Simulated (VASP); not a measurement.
A run of VASP 6.6.1 is set up as follows.

INCAR

```
SYSTEM = Al3Ni
ALGO = Fast
EDIFF = 1E-7
ENCUT = 520
GGA = PS
ISIF = 2
ISMEAR = 0
LASPH = .True.
LCHARG = .True.
LELF = .True.
LREAL = Auto
LVHAR = .True.
LWAVE = .False.
NBANDS = 52
NELM = 60
PREC = Accurate
SIGMA = 0.1
```

The input KPOINTS:

```
k-points
0
Gamma
  6 6 8
  0 0 0
```

POSCAR

```
Al3Ni
1.0
    6.5589051800      0.0000000000      0.0000000000
    0.0000000000      7.3043382700      0.0000000000
    0.0000000000      0.0000000000      4.7705713600
Al Ni
12 4
Direct
    0.0098623213      0.2500000000      0.9144017821
    0.1713377695      0.4439475831      0.3652548489
    0.1713377695      0.0560524169      0.3652548489
    0.3286622305      0.5560524169      0.8652548489
    0.6713377695      0.4439475831      0.1347451511
    0.8286622305      0.9439475831      0.6347451511
    0.6713377695      0.0560524169      0.1347451511
    0.8286622305      0.5560524169      0.6347451511
    0.3286622305      0.9439475831      0.8652548489
    0.5098623213      0.2500000000      0.5855982179
    0.9901376787      0.7500000000      0.0855982179
    0.4901376787      0.7500000000      0.4144017821
    0.8707309240      0.2500000000      0.4430024961
    0.3707309240      0.2500000000      0.0569975039
    0.1292690760      0.7500000000      0.5569975039
    0.6292690760      0.7500000000      0.9430024961
```

Potentials or basis: VASP PAW PBE potentials, release 64 (Al, Ni).

The run is started by

```sh
$ cat potpaw_PBE.64/Al/POTCAR potpaw_PBE.64/Ni/POTCAR > POTCAR
$ mpirun -np 1 vasp_std > vasp.out
```

(1) Estimate the largest force.

(2) What does it give for the pressure?

## Answers

(1) 0.011 eV/Å.

(2) 0.7 GPa.

Caveat: the PAW data sets were made with another functional, which shifts forces and pressure a little.
